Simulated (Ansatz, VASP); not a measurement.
**W: VASP beside Ansatz**

The input INCAR:

```
SYSTEM = W
PREC = Accurate
ENCUT = 520
EDIFF = 1E-7
ISMEAR = 0
SIGMA = 0.1
LREAL = .FALSE.
LASPH = .TRUE.
NELM = 60
ALGO = Normal
ISIF = 2
LWAVE = .FALSE.
LCHARG = .FALSE.
LDIPOL = .TRUE.
IDIPOL = 3
DIPOL = 0.5 0.5 0.500
GGA = CA
NBANDS = 43
```

KPOINTS

```
regular mesh
0
G
  13 13 1
  0 0 0
```

The input POSCAR:

```
W
1.0
    2.7570339078      0.0000000000      0.0000000000
   -0.9190113026      2.5993564963      0.0000000000
    0.0000000000      0.0000000000     24.0044350370
W
5
Direct
    0.5000000000      0.5000000000      0.3124422628
    0.0000000000      0.0000000000      0.4062211314
    0.5000000000      0.5000000000      0.5000000000
    0.0000000000      0.0000000000      0.5937788686
    0.5000000000      0.5000000000      0.6875577372
```

Input for Ansatz:

```yaml
crystal:
  lattice:
    - [2.7570339078, 0.0, 0.0]
    - [-0.9190113026, 2.5993564963, 0.0]
    - [0.0, 0.0, 24.004435037]
  atoms:
    - { symbol: W, position: [0.5, 0.5, 0.3124422628] }
    - { symbol: W, position: [0.0, 0.0, 0.4062211314] }
    - { symbol: W, position: [0.5, 0.5, 0.5] }
    - { symbol: W, position: [0.0, 0.0, 0.5937788686] }
    - { symbol: W, position: [0.5, 0.5, 0.6875577372] }
basis:
  ecutwfc: 420
kpoints:
  mp_grid: { grid: [13, 13, 1] }
hamiltonian:
  xc: lda
scf:
  occupations: { method: gaussian, width: 0.1 }
output:
  forces: true
  stress: true
  eigenvalues: true
  write_density: true
  write_potential: true
  elf: true
  volumetric_format: npy
efield:
  axis: 3
  dipole_correction: true
  ramp_width: 0.04
```

Alike in both runs: task single point; functional LDA; k mesh 13 × 13 × 1; occupations gaussian, width 0.1 eV; no spin polarisation.

|  | VASP | Ansatz |
| --- | --- | --- |
| version | VASP 6.6.1 | Ansatz 0.2.0 |
| potentials or method | VASP PAW LDA potentials, release 64 (W_sv), cutoff 520 eV | scalar-relativistic, plane waves, PAW |
| valence electrons in the cell | 70 | 70 |

```csv
,VASP,Ansatz,Ansatz less VASP
gap on the k mesh at the Fermi level (eV),none,none,-
rms of the force components (eV/Å),0.489,0.510,+0.0211
```

LDA's correlation is that of Perdew and Zunger in VASP and of Perdew and Wang (1992) in Ansatz. Atom by atom the forces differ by 0.026 eV/Å (rms over components). A gap of «none» marks a metal or a gap that the smearing closes. Ansatz's warnings: xc potential rough in thin density.

Neither program's run includes spin-orbit coupling.
